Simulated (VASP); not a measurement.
GaSn3:

```
CELL_PARAMETERS angstrom
0.00000 3.70596 3.70596
3.70596 0.00000 3.70596
3.70596 3.70596 0.00000
ATOMIC_POSITIONS crystal
Ga 0.00000 0.00000 0.00000
Sn 0.25000 0.25000 0.25000
Sn 0.75000 0.75000 0.75000
Sn 0.50000 0.50000 0.50000
```

```yaml
Program: VASP 6.6.1
Task: relaxation of cell and atoms
Functional: LDA
Potentials_or_basis: VASP PAW LDA potentials, release 64 (Ga_d, Sn_d)
Cutoff: 600 eV
k_mesh: 5 × 5 × 5
Occupations: fermi-dirac, width 0.05 eV
Spin: no spin polarisation
```

At the start: pressure -3.9 GPa; volume 25.45 Å³/atom.

Q: Where does the relaxation end?

A: Over 3 steps the energy falls by 28.7 meV/atom and the volume is 23.30 Å³/atom (-8.4 %); space group Fm-3m (No. 225, to 0.05 Å).

Step by step:
```csv
step,energy change (eV),largest force (eV/Å),pressure (GPa),volume (Å³)
1,0.0000,0.0000,-3.91,101.80
2,-0.1147,0.0000,0.18,92.91
3,-0.1149,0.0000,0.00,93.20
```

Final structure:
```cif
data_structure
_symmetry_space_group_name_H-M 'P 1'
_symmetry_Int_Tables_number 1
_cell_length_a 5.0891
_cell_length_b 5.0891
_cell_length_c 5.0891
_cell_angle_alpha 60.000
_cell_angle_beta 60.000
_cell_angle_gamma 60.000
_cell_volume 93.20
loop_
_atom_site_label
_atom_site_type_symbol
_atom_site_fract_x
_atom_site_fract_y
_atom_site_fract_z
_atom_site_occupancy
Ga1 Ga 0.00000 0.00000 0.00000 1
Sn1 Sn 0.25000 0.25000 0.25000 1
Sn2 Sn 0.75000 0.75000 0.75000 1
Sn3 Sn 0.50000 0.50000 0.50000 1
```
